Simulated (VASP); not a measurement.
Wanted: the native input for a VASP 6.6.1 run.

```yaml
Task: single point
Functional: PBEsol
Potentials_or_basis: VASP PAW PBE potentials, release 64 (Cu)
Cutoff: 600 eV
k_mesh: 8 × 8 × 8
Occupations: gaussian, width 0.05 eV
Spin: no spin polarisation
Dipole_correction: no
Further_INCAR_settings: ALGO = Normal; EDIFF = 1e-06; NBANDS = 12
```

The structure of Cu lies in POSCAR:

```
Cu
1.0
    0.0000000000      1.7851279900      1.7851279900
    1.7851279900      0.0000000000      1.7851279900
    1.7851279900      1.7851279900      0.0000000000
Cu
1
Direct
    0.0000000000      0.0000000000      0.0000000000
```

One way to write it, as run:

INCAR

```
SYSTEM = Cu
PREC     = Accurate       ! precision mode
ENCUT    = 600            ! plane-wave cutoff, eV
EDIFF    = 1E-6           ! SCF threshold, eV
ISMEAR   = 0              ! smearing method
SIGMA    = 0.05           ! smearing width, eV
LREAL    = .FALSE.        ! projectors in reciprocal space
LASPH    = .TRUE.         ! aspherical terms in the spheres
NELM     = 120            ! most SCF steps
ALGO     = Normal         ! electronic algorithm
ISIF     = 2              ! what is computed and relaxed
LWAVE    = .FALSE.        ! write WAVECAR
LCHARG   = .FALSE.        ! write CHGCAR
GGA      = PS             ! functional
NBANDS   = 12             ! bands
GGA_COMPAT= .FALSE.
```

KPOINTS

```
regular mesh
0
G
  8 8 8
  0 0 0
```

Potentials or basis: VASP PAW PBE potentials, release 64 (Cu).

Launch:

```bash
$ cat potpaw_PBE.64/Cu/POTCAR > POTCAR
$ mpirun -np 1 vasp_std > vasp.out
```

Results of the run:

- Pressure: 0.8 GPa
- Band gap on the k mesh: zero (an odd number of electrons rules out a gap without spin polarisation)

Caveat: the k points lie up to 0.38 Å⁻¹ apart, too coarse for converged energies and pressures of a metal; the PAW data sets were made with another functional, which shifts forces and pressure a little.

It took 2.5 s on 1 thread of Intel(R) Xeon(R) 6975P-C (Granite Rapids), with other jobs on the host, peak memory 0.12 GiB.
